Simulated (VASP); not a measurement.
Here is a VASP 6.6.1 calculation.

The input POSCAR:

```
SrO
1.0
    0.0000000000      2.5704307473      2.5704307473
    2.5704307473      0.0000000000      2.5704307473
    2.5704307473      2.5704307473      0.0000000000
Sr O
1 1
Direct
    0.0000000000      0.0000000000      0.0000000000
    0.5000000000      0.5000000000      0.5000000000
```

File INCAR.step1:

```
PREC     = Accurate       # precision mode
ENCUT    = 520            # plane-wave cutoff, eV
ISMEAR   = -1             # smearing method
SIGMA    = 0.03           # smearing width, eV
LREAL    = F              # projectors in reciprocal space
LASPH    = T              # aspherical terms in the spheres
NELM     = 60             # most SCF steps
NBANDS   = 15             # bands
GGA      = PE             # functional
ALGO     = Normal         # electronic algorithm
EDIFF    = 1E-4           # SCF threshold, eV
LWAVE    = T              # write WAVECAR
LCHARG   = F              # write CHGCAR
```

INCAR.step2

```
PREC     = Accurate       # precision mode
ENCUT    = 520            # plane-wave cutoff, eV
EDIFF    = 1E-7           # SCF threshold, eV
ISMEAR   = -1             # smearing method
SIGMA    = 0.03           # smearing width, eV
LREAL    = F              # projectors in reciprocal space
LASPH    = T              # aspherical terms in the spheres
NELM     = 60             # most SCF steps
ALGO     = Normal         # electronic algorithm
ISIF     = 2              # what is computed and relaxed
LWAVE    = F              # write WAVECAR
LCHARG   = F              # write CHGCAR
METAGGA  = R2SCAN         # meta-GGA
LMIXTAU  = T            
LUSE_VDW = T            
IVDW_NL  = 2            
BPARAM   = 11.95        
CPARAM   = 0.0093       
NBANDS   = 15             # bands
ISTART   = 1
```

KPOINTS

```
Automatic mesh
0
Gamma
  10 10 10
```

Potentials or basis: VASP PAW PBE potentials, release 64 (Sr_sv, O).

The run is started by

```console
$ cat potpaw_PBE.64/Sr_sv/POTCAR potpaw_PBE.64/O/POTCAR > POTCAR
$ cp INCAR.step1 INCAR
$ mpirun -np 1 vasp_std > vasp.out
$ cp INCAR.step2 INCAR
$ mpirun -np 1 vasp_std > vasp.out
```

(1) Predict the band gap on the k mesh.

(2) Predict the pressure.

Results:

(1) 3.70 eV, indirect (least direct gap 3.78 eV).

(2) 0.7 GPa.

Caveat: the PAW data sets were made with another functional, which shifts forces and pressure a little.
